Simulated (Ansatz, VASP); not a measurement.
# One calculation of Ta3SnO4, two programs

```
Ta Sn O
1.0
     4.52693    0.00000    0.00000
     0.00000    4.52693    0.00000
     0.00000    0.00000    4.52693
Ta Sn O
3 1 4
Direct
  0.00000 0.50000 0.50000
  0.50000 0.00000 0.50000
  0.50000 0.50000 0.00000
  0.00000 0.00000 0.00000
  0.50000 0.00000 0.00000
  0.50000 0.50000 0.50000
  0.00000 0.00000 0.50000
  0.00000 0.50000 0.00000
```

Change from the starting cell: species swapped into the LiMg3O4 type (Pm-3m, No. 221).

Alike in both runs: task relaxation of cell and atoms; functional PBE; k mesh 4 × 4 × 4; occupations gaussian, width 0.1 eV; no spin polarisation.

|  | VASP | Ansatz |
| --- | --- | --- |
| version | VASP 6.6.1 | Ansatz 0.2.0 |
| potentials or method | VASP PAW PBE potentials, release 64 (Ta_pv, Sn_d, O), cutoff 600 eV | scalar-relativistic, plane waves, PAW |
| valence electrons in the cell | 71 | 77 |

Ansatz gave:

- gap on the k mesh at the Fermi level, each at its own relaxed structure (eV): none
- relaxed volume (Å³/atom): 12.47
- relaxed cell length with the largest relative difference (Å): 4.638

Q: Estimate VASP's values.

A: gap on the k mesh at the Fermi level, each at its own relaxed structure (eV): none; relaxed volume (Å³/atom): 12.52; relaxed cell length with the largest relative difference (Å): 4.644.

A gap of «none» marks a metal or a gap that the smearing closes. VASP's potentials hold 71 valence electrons a cell and Ansatz's 77, so a difference there can come from the potentials and not from the codes.

Neither program's run includes spin-orbit coupling.
